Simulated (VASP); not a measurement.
# Mg2Cd3Te5 (P1) in VASP: single point with PBE

Aim: the single point of Mg2Cd3Te5 with PBE.

Everything below comes from runs of VASP 6.6.1. Logs are shortened: lines on timing, memory, paths and dates and some standing lists are left out, and cuts for length are marked.

## (1) The cell of the first run

The typed cell holds 10 atoms: a = 4.669 Å, b = 4.665 Å, c = 19.077 Å, α = 82.96°, β = 82.99°, γ = 60.00°.

## (2) Single point, PBE

Contents of INCAR:

```
SYSTEM = Mg2Cd3Te5
ALGO     = Normal         ! electronic algorithm
EDIFF    = 1E-7           ! SCF threshold, eV
ENCUT    = 520            ! plane-wave cutoff, eV
GGA      = PE             ! functional
ISIF     = 2              ! what is computed and relaxed
ISMEAR   = 0              ! smearing method
LASPH    = .TRUE.         ! aspherical terms in the spheres
LCHARG   = .FALSE.        ! write CHGCAR
LREAL    = .FALSE.        ! projectors in reciprocal space
LWAVE    = .FALSE.        ! write WAVECAR
NBANDS   = 46             ! bands
NELM     = 80             ! most SCF steps
PREC     = Accurate       ! precision mode
SIGMA    = 0.1            ! smearing width, eV
```

Contents of KPOINTS:

```
k-points
0
G
  4 4 4
  0 0 0
```

Contents of POSCAR:

```
Mg2Cd3Te5
1.0
   -2.3332595888      4.0436921519     -0.0003834779
   -4.6650462265      0.0008679658      0.0006133586
   -2.3355989763      1.3432476706     18.8856963121
Mg Cd Te
2 3 5
Direct
    1.0011908321      0.9977327553      0.0005635561
    0.7982765635      0.8014523956      0.6018791763
    0.6011702298      0.6008287417      0.1984168047
    0.1994005681      0.1994060023      0.4011355644
    0.3997358614      0.3998061230      0.7995837794
    0.6522607173      0.6492318816      0.0466341019
    0.2505337676      0.2504315727      0.2497567321
    0.8487743605      0.8491310624      0.4526553689
    0.4494782160      0.4527649481      0.6479749326
    0.0491788837      0.0492145172      0.8513999835
```

Potentials or basis: VASP PAW PBE potentials, release 64 (Mg, Cd, Te).

Run with:

```
cat potpaw_PBE.64/Mg/POTCAR potpaw_PBE.64/Cd/POTCAR potpaw_PBE.64/Te/POTCAR > POTCAR
mpirun -np 1 vasp_std > vasp.out
```

OUTCAR:

```text
SYSTEM = Mg2Cd3Te5
   EDIFF = 1E-7
   ENCUT = 520
   GGA = PE
   ISIF = 2
   ISMEAR = 0
   LASPH = .TRUE.
   LREAL = .FALSE.
   NELM = 80
   PREC = Accurate

 ion  position               nearest neighbor table
   1  0.001  0.998  0.001-  10 2.82   6 2.83   6 2.83   6 2.83
   2  0.798  0.801  0.602-   8 2.82   9 2.83   9 2.83   9 2.83
   3  0.601  0.601  0.198-   7 2.86   7 2.86   7 2.86   6 2.87
   4  0.199  0.199  0.401-   7 2.86   8 2.86   8 2.86   8 2.87
   5  0.400  0.400  0.800-   9 2.86  10 2.87  10 2.87  10 2.87
   6  0.652  0.649  0.047-   1 2.83   1 2.83   1 2.83   3 2.87
   7  0.251  0.250  0.250-   4 2.86   3 2.86   3 2.86   3 2.86
   8  0.849  0.849  0.453-   2 2.82   4 2.86   4 2.86   4 2.87
   9  0.449  0.453  0.648-   2 2.83   2 2.83   2 2.83   5 2.86
  10  0.049  0.049  0.851-   1 2.82   5 2.87   5 2.87   5 2.87

  LATTYP: Found a base centered monoclinic cell.
 ALAT       =    83.2483803193
 B/A-ratio  =     0.0560800111
 C/A-ratio  =     0.2611264727
 COS(beta)  =    -0.9964382064

  Lattice vectors:

 A1 = ( -13.9875140023, -10.7695398160, -37.7675588754)
 A2 = ( -16.3207735911,  -6.7258476641, -37.7679423533)
 A3 = (   9.3262801144,   5.3843359251,  18.8834727584)

Analysis of symmetry for initial positions (statically):
=====================================================================
 Subroutine PRICEL returns:
 Original cell was already a primitive cell.

 Routine SETGRP: Setting up the symmetry group for a
 base centered monoclinic supercell.

 Subroutine GETGRP returns: Found  1 space group operations
 (whereof  1 operations were pure point group operations)
 out of a pool of  4 trial point group operations.

The static configuration has the point symmetry C_1 .

Analysis of symmetry for dynamics (positions and initial velocities):
=====================================================================
 Subroutine PRICEL returns:
 Original cell was already a primitive cell.

 Routine SETGRP: Setting up the symmetry group for a
 base centered monoclinic supercell.

 Subroutine GETGRP returns: Found  1 space group operations
 (whereof  1 operations were pure point group operations)
 out of a pool of  4 trial point group operations.

The dynamic configuration has the point symmetry C_1 .

 Subroutine INISYM returns: Found  1 space group operations
 (whereof  1 operations are pure point group operations),
 and found     1 'primitive' translations

----------------------------------------------------------------------------------------

                                     Primitive cell

  volume of cell :     356.2203

  direct lattice vectors                    reciprocal lattice vectors
    -2.333259589  4.043692152 -0.000383478     0.000043704  0.247322296 -0.017585426
    -4.665046227  0.000867966  0.000613359    -0.214385493 -0.123704719 -0.017714595
    -2.335598976  1.343247671 18.885696312     0.000006964  0.000009040  0.052950344

  length of vectors
     4.668570089  4.665046348 19.076919617     0.247946703  0.248148754  0.052950346

  position of ions in fractional coordinates (direct lattice)
     0.001190832  0.997732755  0.000563556
     0.798276563  0.801452396  0.601879176
     0.601170230  0.600828742  0.198416805
     0.199400568  0.199406002  0.401135564
     0.399735861  0.399806123  0.799583779
     0.652260717  0.649231882  0.046634102
     0.250533768  0.250431573  0.249756732
     0.848774361  0.849131062  0.452655369
     0.449478216  0.452764948  0.647974933
     0.049178884  0.049214517  0.851399984

  ion indices of the primitive-cell ions
   primitive index   ion index
                 1           1
                 2           2
                 3           3
                 4           4
                 5           5
                 6           6
                 7           7
                 8           8
                 9           9
                10          10

----------------------------------------------------------------------------------------

 KPOINTS: k-points

Automatic generation of k-mesh.
 Grid dimensions read from file:
 generate k-points for:    4    4    4

 Generating k-lattice:

  Cartesian coordinates                     Fractional coordinates (reciprocal lattice)
     0.000010926  0.061830574 -0.004396357     0.250000000 -0.000000000 -0.000000000
    -0.053596373 -0.030926180 -0.004428649     0.000000000  0.250000000  0.000000000
     0.000001741  0.000002260  0.013237586     0.000000000  0.000000000  0.250000000

  Length of vectors
     0.061986676  0.062037189  0.013237586

  Shift w.r.t. Gamma in fractional coordinates (k-lattice)
     0.000000000  0.000000000  0.000000000

 Subroutine IBZKPT returns following result:
 ===========================================

 Found     36 irreducible k-points:

 Following reciprocal coordinates:
            Coordinates               Weight
  0.000000  0.000000  0.000000      1.000000
  0.250000  0.000000 -0.000000      2.000000
  0.500000  0.000000 -0.000000      1.000000
  0.000000  0.250000 -0.000000      2.000000
  0.250000  0.250000  0.000000      2.000000
  0.500000  0.250000 -0.000000      2.000000
[... 16 lines left out ...]
  0.000000 -0.250000  0.250000      2.000000
  0.250000 -0.250000  0.250000      2.000000
 [... further k-points ...]
   k-points           NKPTS =     36   k-points in BZ     NKDIM =     36   number of bands    NBANDS=     46
   number of dos      NEDOS =    301   number of ions     NIONS =     10
   total plane-waves  NPLWV = 186624
   dimension x,y,z NGX =    36 NGY =   36 NGZ =  144
   dimension x,y,z NGXF=    72 NGYF=   72 NGZF=  288
   ions per type =               2   3   5
   NGX,Y,Z   is equivalent  to a cutoff of  12.82, 12.83, 12.55 a.u.
   NGXF,Y,Z  is equivalent  to a cutoff of  25.64, 25.66, 25.10 a.u.
 SYSTEM =  Mg2Cd3Te5
   PREC   = accura    normal or accurate (medium, high low for compatibility)
   ISTART =      0    job   : 0-new  1-cont  2-samecut
   ICHARG =      2    charge: 1-file 2-atom 10-const
   ISPIN  =      1    spin polarized calculation?
   LNONCOLLINEAR =      F non collinear calculations
   LSORBIT =      F    spin-orbit coupling
   LASPH  =      T    aspherical Exc in radial PAW
   ENCUT  =  520.0 eV  38.22 Ry    6.18 a.u.   8.68  8.67 35.47*2*pi/ulx,y,z
   NELM   =     80;   NELMIN=  2; NELMDL= -5     # of ELM steps
   EDIFF  = 0.1E-06   stopping-criterion for ELM
   LREAL  =      F    real-space projection
   EDIFFG = 0.1E-05   stopping-criterion for IOM
   NSW    =      0    number of steps for IOM
   IBRION =     -1    ionic relax: 0-MD 1-quasi-New 2-CG
   NFREE  =      0    steps in history (QN), initial steepest desc. (CG)
   ISIF   =      2    stress and relaxation
   ISYM   =      2    0-nonsym 1-usesym 2-fastsym
   POTIM  = 0.5000    time-step for ionic-motion
   TEBEG  =    0.0;   TEEND  =   0.0 temperature during run
   PSTRESS=    0.0 pullay stress
   NELECT =      70.0000    total number of electrons
   NUPDOWN=      -1.0000    fix difference up-down
   EMIN   =  10.00;   EMAX   =-10.00  energy-range for DOS
   EFERMI =   0.00;   METHOD = LEGACY
   ISMEAR =     0;   SIGMA  =   0.10  broadening in eV -4-tet -1-fermi 0-gaus
   EFERMI_NEDOS =   21; number of points for ismear=-14 and -15
   IALGO  =     38    algorithm
   IMIX   =      4    mixing-type and parameters
     AMIX     =   0.40;   BMIX     =  1.00
     AMIX_MAG =   1.60;   BMIX_MAG =  1.00
  volume/ion in A,a.u.               =      35.62       240.39
  Fermi-wavevector in a.u.,A,eV,Ry     =   0.951776  1.798595 12.325206  0.905877
  Thomas-Fermi vector in A             =   2.080277
   LORBIT       =      0    0 simple, 1 ext, 2 COOP (PROOUT), +10 PAW based schemes
   GGA     = PE    functional components
   LHFCALC =     F    Hartree Fock is set to
   AEXX    =    0.0000 exact exchange contribution
   IVDW    =     0    specifies the selected vdW correction
   LEPSILON=     F    determine dielectric tensor
   LRPA    =     F    only Hartree local field effects (RPA)
 non-spin polarized calculation
 Gauss-broadening in eV      SIGMA  =   0.10
  energy-cutoff  :      520.00
  volume of cell :      356.22
 maximum number of plane-waves:      9618
 NGX is ok and might be reduce to    36
   NGX = 17   NGY = 17   NGZ = 71

 number of electron      69.9999995 magnetization

 Free energy of the ion-electron system (eV)
  ---------------------------------------------------
  ext. energy  EPLUGINS =         0.00000000
  ---------------------------------------------------
  free energy    TOTEN  =       -27.11909081 eV

  energy without entropy =      -27.11909081  energy(sigma->0) =      -27.11909081

 E-fermi :   2.3104     XC(G=0):  -8.0828

 val. band max:        1.8533506276   @ k =   0.0000   0.0000   0.0000
 cond. band min:       2.9024487596   @ k =   0.0000   0.0000   0.0000
 fundamental gap:      1.0490981320
 Fermi energy:         2.3104174120

 k-point     1 :       0.0000    0.0000    0.0000
  band No.  band energies     occupation
      1      -8.7920      2.00000
      2      -8.6693      2.00000
      3      -8.6294      2.00000
      4      -8.3951      2.00000
      5      -8.3419      2.00000
      6      -6.1134      2.00000
[... 38 lines left out ...]
     45       6.9903      0.00000
     46       7.0025      0.00000

 k-point     2 :       0.2500    0.0000   -0.0000
  band No.  band energies     occupation
      1      -8.6295      2.00000
      2      -8.5337      2.00000
      3      -8.4824      2.00000
      4      -8.2863      2.00000
      5      -8.2424      2.00000
      6      -6.0807      2.00000
[... 1070 lines left out ...]
 k-point    24 :       0.2500   -0.2500    0.2500
  band No.  band energies     occupation
      1      -8.4763      2.00000
      2      -8.3726      2.00000
      3      -8.3516      2.00000
      4      -8.1549      2.00000
      5      -8.1430      2.00000
      6      -6.0549      2.00000
[... 38 lines left out ...]
     45       6.9360      0.00000
     46       7.2932      0.00000

 [... further k-points ...]

------------------------ aborting loop because EDIFF is reached ----------------------------------------

  FORCE on cell =-STRESS in cart. coord.  units (eV):
  Direction    XX          YY          ZZ          XY          YZ          ZX
  --------------------------------------------------------------------------------------
  -------------------------------------------------------------------------------------
  Total        0.0761850      0.0328732      0.1079589      0.0095731      0.0027426      0.0025786
  in kB        0.3426584      0.1478545      0.4855682      0.0430573      0.0123354      0.0115978
  external PRESSURE =       0.3253603 kB  Pullay stress =       0.0000000 kB

 VOLUME and BASIS-vectors are now :
 -----------------------------------------------------------------------------
  energy-cutoff  :      520.00
  volume of cell :      356.22
      direct lattice vectors                 reciprocal lattice vectors
    -2.333259589  4.043692152 -0.000383478     0.000043704  0.247322296 -0.017585426
    -4.665046227  0.000867966  0.000613359    -0.214385493 -0.123704719 -0.017714595
    -2.335598976  1.343247671 18.885696312     0.000006964  0.000009040  0.052950344

 POSITION                                       TOTAL-FORCE (eV/Angst)
 -----------------------------------------------------------------------------------
     -4.65856      0.00644      0.01125        -0.000770     -0.002687     -0.001839
     -7.00715      4.03715     11.36709         0.001823      0.000650     -0.002563
     -4.66900      2.69799      3.74738         0.001594     -0.000455      0.002601
     -2.33238      1.34531      7.57577        -0.001488      0.000733      0.001675
     -4.66531      2.69079     15.10079        -0.001146      0.001572      0.002058
     -4.65951      2.70075      0.88087        -0.002339      0.000308     -0.013292
     -2.33617      1.34878      4.71689         0.000873     -0.000065     -0.001187
     -6.99887      4.04095      8.54891        -0.000534     -0.000541      0.015851
     -4.67433      2.68834     12.23756         0.002370      0.001325     -0.015562
     -2.33286      1.34255     16.07929        -0.000384     -0.000839      0.012256
 -----------------------------------------------------------------------------------
    total drift:                               -0.000422      0.000377     -0.002941

  FREE ENERGIE OF THE ION-ELECTRON SYSTEM (eV)
  ---------------------------------------------------
  free  energy   TOTEN  =       -27.1190908060 eV

  energy  without entropy=      -27.1190908060  energy(sigma->0) =      -27.11909081
```

Wall time 21 min (1 thread of Intel Xeon 8259CL, shared host); peak memory 0.78 GiB.

Results:

- Free energy: -27.1191 eV
- Pressure: 0.0 GPa
- Largest force: 0.016 eV/Å
- Band gap on the k mesh: 1.05 eV

Forces on the atoms (eV/Å):
```
Mg  -0.001 -0.003 -0.002
Mg   0.002  0.001 -0.003
Cd   0.002  0.000  0.003
Cd  -0.001  0.001  0.002
Cd  -0.001  0.002  0.002
Te  -0.002  0.000 -0.013
Te   0.001  0.000 -0.001
Te  -0.001 -0.001  0.016
Te   0.002  0.001 -0.016
Te   0.000 -0.001  0.012
```

Caveat: spin-orbit coupling is left out, which moves the levels of the heavy elements.
